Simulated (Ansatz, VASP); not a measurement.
**CsPbBr3 in VASP and in Ansatz**

```
CELL_PARAMETERS angstrom
6.00272 0.00000 0.00000
0.00000 6.00272 0.00000
0.00000 0.00000 6.00272
ATOMIC_POSITIONS crystal
Cs 0.00000 0.00000 0.00000
Pb 0.50000 0.50000 0.50000
Br 0.00000 0.50000 0.50000
Br 0.50000 0.00000 0.50000
Br 0.50000 0.50000 0.00000
```

Alike in both runs: functional PBE; k mesh 6 × 6 × 6; occupations gaussian, width 0.02 eV; no spin polarisation.

Ansatz relaxed the structure, and its values are those at the end. VASP's run is a single point on that final structure, the one shown.

```csv
,VASP,Ansatz
version,VASP 6.6.1,Ansatz 0.2.0
potentials or method,"VASP PAW PBE potentials, release 64 (Cs_sv, Pb_d, Br), cutoff 520 eV","scalar-relativistic, plane waves, PAW"
valence electrons in the cell,44,44
```

```csv
,VASP,Ansatz,Ansatz less VASP
gap on the k mesh at the Fermi level (eV),1.79,1.78,-0.006
least direct gap on the mesh (eV),1.79,1.78,-0.006
pressure (GPa),0.0,0.0,+0.01
```

Neither program's run includes spin-orbit coupling.
